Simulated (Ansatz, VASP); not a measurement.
Two plane-wave programs on PF2

```xyz
3
Lattice="3.8736 0.0000 0.0000 -1.9368 3.3547 0.0000 0.0000 0.0000 2.4264" Properties=species:S:1:pos:R:3 pbc="T T T"
P     0.0000    0.0000    0.0000
F     0.0000    2.2364    1.2132
F     1.9368    1.1182    1.2132
```

Change from the starting cell: species swapped into the DyHg2 type (P6/mmm, No. 191).

Alike in both runs: functional PBE; dispersion D3(BJ); k mesh 6 × 6 × 6; occupations gaussian, width 0.1 eV; no spin polarisation.

Ansatz relaxed the structure, and its values are those at the end. VASP's run is a single point on that final structure, the one shown.

```csv
,VASP,Ansatz
version,VASP 6.6.1,Ansatz 0.2.0
potentials or method,"VASP PAW PBE potentials, release 64 (P, F), cutoff 520 eV","scalar-relativistic, plane waves, PAW"
valence electrons in the cell,19,19
```

VASP gave:

- gap on the k mesh at the Fermi level (eV): none
- pressure (GPa): -0.4

Task: What did Ansatz give for the same quantities?

Result: gap on the k mesh at the Fermi level (eV): none; pressure (GPa): 0.0.

A gap of «none» marks a metal or a gap that the smearing closes. Ansatz's warnings: dispersion switch in reach.

The k mesh is coarse, so the values compare programs but aren't converged.
